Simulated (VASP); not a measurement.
# TlCu3I4 (P-43m) in VASP: single point with PBEsol

Aim: the single point of TlCu3I4 with PBEsol.

Everything below comes from runs of VASP 6.6.1. Logs are shortened: lines on timing, memory, paths and dates and some standing lists are left out, and cuts for length are marked.

### 1 The cell of the first run

It takes space group P-43m (No. 215, cubic). Conventional cell: a = 6.079 Å, b = 6.079 Å, c = 6.079 Å, α = 90.00°, β = 90.00°, γ = 90.00°. Tl (site symmetry -43m) has 4 I at 3.02 Å and 6 Cu at 3.04 Å within 4.0 Å. Within 3.7 Å of Cu (site symmetry -42m) lie 4 I at 2.78 Å and 2 Tl at 3.04 Å. Within 3.7 Å of I (site symmetry 3m) lie 3 Cu at 2.78 Å and 1 Tl at 3.02 Å and 3 I at 3.67 Å.

### 2 Single point, PBEsol

Contents of INCAR:

```
SYSTEM = TlCu3I4
PREC     = Accurate       ! precision mode
ENCUT    = 520            ! plane-wave cutoff, eV
EDIFF    = 1E-6           ! SCF threshold, eV
ISMEAR   = -1             ! smearing method
SIGMA    = 0.03           ! smearing width, eV
LREAL    = .False.        ! projectors in reciprocal space
LASPH    = .True.         ! aspherical terms in the spheres
NELM     = 100            ! most SCF steps
ALGO     = Normal         ! electronic algorithm
ISIF     = 2              ! what is computed and relaxed
LWAVE    = .False.        ! write WAVECAR
LCHARG   = .False.        ! write CHGCAR
GGA      = PS             ! functional
NBANDS   = 47             ! bands
```

Contents of KPOINTS:

```
Automatic mesh
0
Gamma
  4 4 4
  0 0 0
```

Contents of POSCAR:

```
TlCu3I4
1.0
    6.0794187536      0.0000000000      0.0000000000
    0.0000000000      6.0794187536      0.0000000000
    0.0000000000      0.0000000000      6.0794187536
Tl Cu I
1 3 4
Direct
    0.0000000000      0.0000000000      0.0000000000
    0.0000000000      0.5000000000      0.0000000000
    0.0000000000      0.0000000000      0.5000000000
    0.5000000000      0.0000000000      0.0000000000
    0.7134865516      0.2865134484      0.7134865516
    0.2865134484      0.7134865516      0.7134865516
    0.7134865516      0.7134865516      0.2865134484
    0.2865134484      0.2865134484      0.2865134484
```

Potentials or basis: VASP PAW PBE potentials, release 64 (Tl_d, Cu, I).

Started as:

```console
> cat potpaw_PBE.64/Tl_d/POTCAR potpaw_PBE.64/Cu/POTCAR potpaw_PBE.64/I/POTCAR > POTCAR
> mpirun -np 1 vasp_std > vasp.out
```

OUTCAR:

```text
SYSTEM = TlCu3I4
   PREC = Accurate
   ENCUT = 520
   EDIFF = 1E-6
   ISMEAR = -1
   LREAL = .False.
   LASPH = .True.
   NELM = 100
   ISIF = 2
   GGA = PS

 ion  position               nearest neighbor table
   1  0.000  0.000  0.000-   5 3.02   6 3.02   7 3.02   8 3.02   3 3.04   4 3.04   2 3.04   3 3.04
                             2 3.04   4 3.04
   2  0.000  0.500  0.000-   5 2.78   6 2.78   7 2.78   8 2.78   1 3.04   1 3.04
   3  0.000  0.000  0.500-   5 2.78   6 2.78   7 2.78   8 2.78   1 3.04   1 3.04
   4  0.500  0.000  0.000-   5 2.78   6 2.78   7 2.78   8 2.78   1 3.04   1 3.04
   5  0.713  0.287  0.713-   2 2.78   3 2.78   4 2.78   1 3.02
   6  0.287  0.713  0.713-   2 2.78   3 2.78   4 2.78   1 3.02
   7  0.713  0.713  0.287-   2 2.78   3 2.78   4 2.78   1 3.02
   8  0.287  0.287  0.287-   2 2.78   3 2.78   4 2.78   1 3.02

  LATTYP: Found a simple cubic cell.
 ALAT       =     6.0794187536

  Lattice vectors:

 A1 = (   6.0794187536,   0.0000000000,   0.0000000000)
 A2 = (   0.0000000000,   6.0794187536,   0.0000000000)
 A3 = (   0.0000000000,   0.0000000000,   6.0794187536)

Analysis of symmetry for initial positions (statically):
=====================================================================
 Subroutine PRICEL returns:
 Original cell was already a primitive cell.

 Routine SETGRP: Setting up the symmetry group for a
 simple cubic supercell.

 Subroutine GETGRP returns: Found 24 space group operations
 (whereof 24 operations were pure point group operations)
 out of a pool of 48 trial point group operations.

The static configuration has the point symmetry T_d .

Analysis of symmetry for dynamics (positions and initial velocities):
=====================================================================
 Subroutine PRICEL returns:
 Original cell was already a primitive cell.

 Routine SETGRP: Setting up the symmetry group for a
 simple cubic supercell.

 Subroutine GETGRP returns: Found 24 space group operations
 (whereof 24 operations were pure point group operations)
 out of a pool of 48 trial point group operations.

The dynamic configuration has the point symmetry T_d .

 Subroutine INISYM returns: Found 24 space group operations
 (whereof 24 operations are pure point group operations),
 and found     1 'primitive' translations

----------------------------------------------------------------------------------------

                                     Primitive cell

  volume of cell :     224.6913

  direct lattice vectors                    reciprocal lattice vectors
     6.079418754  0.000000000  0.000000000     0.164489409  0.000000000  0.000000000
     0.000000000  6.079418754  0.000000000     0.000000000  0.164489409  0.000000000
     0.000000000  0.000000000  6.079418754     0.000000000  0.000000000  0.164489409

  length of vectors
     6.079418754  6.079418754  6.079418754     0.164489409  0.164489409  0.164489409

  position of ions in fractional coordinates (direct lattice)
     0.000000000  0.000000000  0.000000000
     0.000000000  0.500000000  0.000000000
     0.000000000  0.000000000  0.500000000
     0.500000000  0.000000000  0.000000000
     0.713486552  0.286513448  0.713486552
     0.286513448  0.713486552  0.713486552
     0.713486552  0.713486552  0.286513448
     0.286513448  0.286513448  0.286513448

  ion indices of the primitive-cell ions
   primitive index   ion index
                 1           1
                 2           2
                 3           3
                 4           4
                 5           5
                 6           6
                 7           7
                 8           8

----------------------------------------------------------------------------------------

 KPOINTS: Automatic mesh

Automatic generation of k-mesh.
 Grid dimensions read from file:
 generate k-points for:    4    4    4

 Generating k-lattice:

  Cartesian coordinates                     Fractional coordinates (reciprocal lattice)
     0.041122352  0.000000000  0.000000000     0.250000000  0.000000000  0.000000000
     0.000000000  0.041122352  0.000000000     0.000000000  0.250000000  0.000000000
     0.000000000  0.000000000  0.041122352     0.000000000  0.000000000  0.250000000

  Length of vectors
     0.041122352  0.041122352  0.041122352

  Shift w.r.t. Gamma in fractional coordinates (k-lattice)
     0.000000000  0.000000000  0.000000000

 Subroutine IBZKPT returns following result:
 ===========================================

 Found     10 irreducible k-points:

 Following reciprocal coordinates:
            Coordinates               Weight
  0.000000  0.000000  0.000000      1.000000
  0.250000  0.000000  0.000000      6.000000
  0.500000  0.000000  0.000000      3.000000
  0.250000  0.250000  0.000000     12.000000
  0.500000  0.250000  0.000000     12.000000
  0.500000  0.500000  0.000000      3.000000
  0.250000  0.250000  0.250000      8.000000
  0.500000  0.250000  0.250000     12.000000
  0.500000  0.500000  0.250000      6.000000
  0.500000  0.500000  0.500000      1.000000
   k-points           NKPTS =     10   k-points in BZ     NKDIM =     10   number of bands    NBANDS=     47
   number of dos      NEDOS =    301   number of ions     NIONS =      8
   total plane-waves  NPLWV = 110592
   dimension x,y,z NGX =    48 NGY =   48 NGZ =   48
   dimension x,y,z NGXF=    96 NGYF=   96 NGZF=   96
   ions per type =               1   3   4
   NGX,Y,Z   is equivalent  to a cutoff of  13.13, 13.13, 13.13 a.u.
   NGXF,Y,Z  is equivalent  to a cutoff of  26.25, 26.25, 26.25 a.u.
 SYSTEM =  TlCu3I4
   PREC   = accura    normal or accurate (medium, high low for compatibility)
   ISTART =      0    job   : 0-new  1-cont  2-samecut
   ICHARG =      2    charge: 1-file 2-atom 10-const
   ISPIN  =      1    spin polarized calculation?
   LNONCOLLINEAR =      F non collinear calculations
   LSORBIT =      F    spin-orbit coupling
   LASPH  =      T    aspherical Exc in radial PAW
   ENCUT  =  520.0 eV  38.22 Ry    6.18 a.u.  11.30 11.30 11.30*2*pi/ulx,y,z
   NELM   =    100;   NELMIN=  2; NELMDL= -5     # of ELM steps
   EDIFF  = 0.1E-05   stopping-criterion for ELM
   LREAL  =      F    real-space projection
   EDIFFG = 0.1E-04   stopping-criterion for IOM
   NSW    =      0    number of steps for IOM
   IBRION =     -1    ionic relax: 0-MD 1-quasi-New 2-CG
   NFREE  =      0    steps in history (QN), initial steepest desc. (CG)
   ISIF   =      2    stress and relaxation
   ISYM   =      2    0-nonsym 1-usesym 2-fastsym
   POTIM  = 0.5000    time-step for ionic-motion
   TEBEG  =    0.0;   TEEND  =   0.0 temperature during run
   PSTRESS=    0.0 pullay stress
   NELECT =      74.0000    total number of electrons
   NUPDOWN=      -1.0000    fix difference up-down
   EMIN   =  10.00;   EMAX   =-10.00  energy-range for DOS
   EFERMI =   0.00;   METHOD = LEGACY
   ISMEAR =    -1;   SIGMA  =   0.03  broadening in eV -4-tet -1-fermi 0-gaus
   EFERMI_NEDOS =   21; number of points for ismear=-14 and -15
   IALGO  =     38    algorithm
   IMIX   =      4    mixing-type and parameters
     AMIX     =   0.40;   BMIX     =  1.00
     AMIX_MAG =   1.60;   BMIX_MAG =  1.00
  volume/ion in A,a.u.               =      28.09       189.54
  Fermi-wavevector in a.u.,A,eV,Ry     =   1.130551  2.136431 17.390214  1.278145
  Thomas-Fermi vector in A             =   2.267247
   LORBIT       =      0    0 simple, 1 ext, 2 COOP (PROOUT), +10 PAW based schemes
   GGA     = PS    functional components
   LHFCALC =     F    Hartree Fock is set to
   AEXX    =    0.0000 exact exchange contribution
   IVDW    =     0    specifies the selected vdW correction
   LEPSILON=     F    determine dielectric tensor
   LRPA    =     F    only Hartree local field effects (RPA)
 non-spin polarized calculation
  energy-cutoff  :      520.00
  volume of cell :      224.69
 maximum number of plane-waves:      6088
 NGX is ok and might be reduce to    48
   NGX = 23   NGY = 23   NGZ = 23

 number of electron      73.9999960 magnetization

 Free energy of the ion-electron system (eV)
  ---------------------------------------------------
  ext. energy  EPLUGINS =         0.00000000
  ---------------------------------------------------
  free energy    TOTEN  =       -22.37133992 eV

  energy without entropy =      -22.37133992  energy(sigma->0) =      -22.37133992

 E-fermi :   5.6244     XC(G=0):  -9.4456

 val. band max:        5.0061517547   @ k =   0.5000   0.5000   0.0000
 cond. band min:       6.2164221462   @ k =   0.0000   0.0000   0.0000
 fundamental gap:      1.2102703915
 Fermi energy:         5.6244140677

 k-point     1 :       0.0000    0.0000    0.0000
  band No.  band energies     occupation
      1      -9.0102      2.00000
      2      -8.1387      2.00000
      3      -8.1387      2.00000
      4      -8.1387      2.00000
      5      -6.0287      2.00000
      6      -6.0287      2.00000
[... 39 lines left out ...]
     46       9.1340      0.00000
     47      11.8737      0.00000

 k-point     2 :       0.2500    0.0000    0.0000
  band No.  band energies     occupation
      1      -8.9107      2.00000
      2      -8.2631      2.00000
      3      -8.1380      2.00000
      4      -8.1380      2.00000
      5      -6.0281      2.00000
      6      -6.0163      2.00000
[... 39 lines left out ...]
     46       9.6618      0.00000
     47      11.3957      0.00000

 k-point     3 :       0.5000    0.0000    0.0000
  band No.  band energies     occupation
      1      -8.7421      2.00000
      2      -8.4567      2.00000
      3      -8.1373      2.00000
      4      -8.1373      2.00000
      5      -6.0275      2.00000
      6      -6.0025      2.00000
[... 39 lines left out ...]
     46      10.4512      0.00000
     47      10.4512      0.00000

 k-point     4 :       0.2500    0.2500    0.0000
  band No.  band energies     occupation
      1      -8.8228      2.00000
      2      -8.2580      2.00000
      3      -8.2292      2.00000
      4      -8.1515      2.00000
      5      -6.0216      2.00000
      6      -6.0103      2.00000
[... 39 lines left out ...]
     46       9.9524      0.00000
     47      10.9242      0.00000

 k-point     5 :       0.5000    0.2500    0.0000
  band No.  band energies     occupation
      1      -8.6794      2.00000
      2      -8.4066      2.00000
      3      -8.2111      2.00000
      4      -8.1763      2.00000
      5      -6.0195      2.00000
      6      -5.9990      2.00000
[... 39 lines left out ...]
     46      10.1784      0.00000
     47      10.4969      0.00000

 k-point     6 :       0.5000    0.5000    0.0000
  band No.  band energies     occupation
      1      -8.5866      2.00000
      2      -8.3148      2.00000
      3      -8.3148      2.00000
      4      -8.2567      2.00000
      5      -6.0143      2.00000
      6      -5.9917      2.00000
[... 39 lines left out ...]
     46      10.5062      0.00000
     47      10.6649      0.00000

 k-point     7 :       0.2500    0.2500    0.2500
  band No.  band energies     occupation
      1      -8.7470      2.00000
      2      -8.2621      2.00000
      3      -8.2268      2.00000
      4      -8.2268      2.00000
      5      -6.0100      2.00000
      6      -6.0100      2.00000
[... 39 lines left out ...]
     46       9.9025      0.00000
     47      11.1350      0.00000

 k-point     8 :       0.5000    0.2500    0.2500
  band No.  band energies     occupation
      1      -8.6278      2.00000
      2      -8.3723      2.00000
      3      -8.2396      2.00000
      4      -8.2244      2.00000
      5      -6.0096      2.00000
      6      -5.9975      2.00000
[... 39 lines left out ...]
     46      10.2769      0.00000
     47      10.5353      0.00000

 k-point     9 :       0.5000    0.5000    0.2500
  band No.  band energies     occupation
      1      -8.5549      2.00000
      2      -8.3110      2.00000
      3      -8.3110      2.00000
      4      -8.2781      2.00000
      5      -6.0033      2.00000
      6      -5.9915      2.00000
[... 39 lines left out ...]
     46      10.2398      0.00000
     47      10.2398      0.00000

 k-point    10 :       0.5000    0.5000    0.5000
  band No.  band energies     occupation
      1      -8.5157      2.00000
      2      -8.3072      2.00000
      3      -8.3072      2.00000
      4      -8.3072      2.00000
      5      -5.9914      2.00000
      6      -5.9914      2.00000
[... 39 lines left out ...]
     46      10.4602      0.00000
     47      10.4602      0.00000

------------------------ aborting loop because EDIFF is reached ----------------------------------------

  FORCE on cell =-STRESS in cart. coord.  units (eV):
  Direction    XX          YY          ZZ          XY          YZ          ZX
  --------------------------------------------------------------------------------------
  -------------------------------------------------------------------------------------
  Total        0.1193370      0.1193370      0.1193370      0.0000000      0.0000000      0.0000000
  in kB        0.8509413      0.8509413      0.8509413      0.0000000      0.0000000      0.0000000
  external PRESSURE =       0.8509413 kB  Pullay stress =       0.0000000 kB

 VOLUME and BASIS-vectors are now :
 -----------------------------------------------------------------------------
  energy-cutoff  :      520.00
  volume of cell :      224.69
      direct lattice vectors                 reciprocal lattice vectors
     6.079418754  0.000000000  0.000000000     0.164489409  0.000000000  0.000000000
     0.000000000  6.079418754  0.000000000     0.000000000  0.164489409  0.000000000
     0.000000000  0.000000000  6.079418754     0.000000000  0.000000000  0.164489409

 POSITION                                       TOTAL-FORCE (eV/Angst)
 -----------------------------------------------------------------------------------
      0.00000      0.00000      0.00000        -0.000000      0.000000      0.000000
      0.00000      3.03971      0.00000        -0.000000      0.000000      0.000000
      0.00000      0.00000      3.03971         0.000000      0.000000      0.000000
      3.03971      0.00000      0.00000        -0.000000      0.000000      0.000000
      4.33758      1.74184      4.33758        -0.005643      0.005643     -0.005643
      1.74184      4.33758      4.33758         0.005643     -0.005643     -0.005643
      4.33758      4.33758      1.74184        -0.005643     -0.005643      0.005643
      1.74184      1.74184      1.74184         0.005643      0.005643      0.005643
 -----------------------------------------------------------------------------------
    total drift:                               -0.000000     -0.000000      0.000000

  FREE ENERGIE OF THE ION-ELECTRON SYSTEM (eV)
  ---------------------------------------------------
  free  energy   TOTEN  =       -22.3713399198 eV

  energy  without entropy=      -22.3713399195  energy(sigma->0) =      -22.37133992
```

Run time: 2.3 min. Hardware: 1 thread of Intel Xeon Platinum 8259CL at 2.50GHz (Skylake/Cascade Lake), shared host; peak memory 0.37 GiB.

What came out:

```
Free energy            : -22.3713 eV
Pressure               : 0.1 GPa
Largest force          : 0.010 eV/Å
Band gap on the k mesh : 1.21 eV, indirect (least direct gap 1.83 eV)
```

Forces on the atoms (eV/Å):
```
Tl   0.000  0.000  0.000
Cu   0.000  0.000  0.000
Cu   0.000  0.000  0.000
Cu   0.000  0.000  0.000
I   -0.006  0.006 -0.006
I    0.006 -0.006 -0.006
I   -0.006 -0.006  0.006
I    0.006  0.006  0.006
```

Caveat: the PAW data sets were made with another functional, which shifts forces and pressure a little; spin-orbit coupling is left out, which moves the levels of the heavy elements. As with any semilocal functional, this PBEsol gap is likely too small.
